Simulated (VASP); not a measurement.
NiSb: single point with PBE

Crystal: NiSb.

```
CELL_PARAMETERS angstrom
3.87491 0.00000 0.00000
-1.93746 3.35577 0.00000
0.00000 0.00000 5.05080
ATOMIC_POSITIONS crystal
Ni 0.00000 0.00000 0.00000
Ni 0.00000 0.00000 0.50000
Sb 0.33333 0.66667 0.25000
Sb 0.66667 0.33333 0.75000
```

```yaml
Program: VASP 6.6.1
Task: single point
Functional: PBE
Potentials_or_basis: VASP PAW PBE potentials, release 64 (Ni, Sb)
Cutoff: 520 eV
k_mesh: 10 × 10 × 7
Occupations: fermi-dirac, width 0.05 eV
Spin: no spin polarisation
Dipole_correction: no
Further_INCAR_settings: ALGO = Normal; EDIFF = 1e-07; NBANDS = 23
```

| Property | Result |
| --- | --- |
| Pressure | 9.5 GPa |
| Band gap on the k mesh | zero (bands 15 and 16 overlap by 3.15 eV) |

Stress tensor (GPa, compression positive):
```
9.66 0.00 0.00
0.00 9.66 0.00
0.00 0.00 9.21
```

Levels at points of the mesh, in eV from the Fermi level:
| k point | band 12 | band 13 | band 14 | band 15 | band 16 | band 17 | band 18 | band 19 |
| --- | --- | --- | --- | --- | --- | --- | --- | --- |
| (0.00, 0.00, 0.00) | -1.44 | -0.05 | 0.62 | 0.62 | 2.60 | 2.60 | 3.19 | 4.26 |
| (0.50, 0.00, 0.00) | -2.00 | -1.71 | -1.51 | -1.43 | -0.29 | 1.19 | 3.45 | 4.20 |

Wall time 2.5 min on 1 thread of AMD EPYC 7R13, on a shared host, peak memory 0.2 GiB.

Caveat: the cell stands under pressure; spin-orbit coupling is left out, which moves the levels of the heavy elements. Spin polarisation is off, so any magnetic state and its effect on volume and gap are missing.
